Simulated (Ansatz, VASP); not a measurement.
## Two plane-wave programs on Sc

INCAR

```
ALGO = Fast ; EDIFF = 1E-6
ENCUT = 520 ; GGA = PE
ISIF = 2 ; ISMEAR = 0
LASPH = True ; LCHARG = False
LREAL = False ; LWAVE = False
NBANDS = 18 ; NELM = 60
PREC = Accurate ; SIGMA = 0.15
```

File KPOINTS:

```
k-points
0
Gamma
  18 18 10
```

POSCAR

```
Sc
1.0
    3.2095339604      0.0000000000      0.0000000000
   -1.6047669802      2.7795379440      0.0000000000
    0.0000000000      0.0000000000      5.1099600000
Sc
2
Direct
    0.3333333333      0.6666666667      0.2500000000
    0.6666666667      0.3333333333      0.7500000000
```

Input for Ansatz:

```yaml
crystal:
  lattice:
    - [3.2095339604, 0.0, 0.0]
    - [-1.6047669802, 2.779537944, 0.0]
    - [0.0, 0.0, 5.10996]
  atoms:
    - { symbol: Sc, position: [0.3333333333, 0.6666666667, 0.25] }
    - { symbol: Sc, position: [0.6666666667, 0.3333333333, 0.75] }
basis:
  ecutwfc: 420
kpoints:
  mp_grid: { grid: [18, 18, 10] }
hamiltonian:
  xc: pbe
scf:
  occupations: { method: gaussian, width: 0.15 }
output:
  forces: true
  stress: true
  eigenvalues: true
```

Change from the starting cell: strain -0.030 along x and y, -0.030 along z, atoms carried along.

Alike in both runs: task single point; functional PBE; k mesh 18 × 18 × 10; occupations gaussian, width 0.15 eV; no spin polarisation.

|  | VASP | Ansatz |
| --- | --- | --- |
| version | VASP 6.6.1 | Ansatz 0.2.0 |
| potentials or method | VASP PAW PBE potentials, release 64 (Sc_sv), cutoff 520 eV | scalar-relativistic, plane waves, PAW |
| valence electrons in the cell | 22 | 22 |

Ansatz gave:

```
gap on the k mesh at the Fermi level (eV)                     : none
pressure (GPa)                                                : 4.9
traceless stress, the component that is largest in VASP (GPa) : -1.43
```

Task: What did VASP give for the same quantities?

Result: gap on the k mesh at the Fermi level (eV): none; pressure (GPa): 5.0; traceless stress, the component that is largest in VASP (GPa): -1.43.

A gap of «none» marks a metal or a gap that the smearing closes.
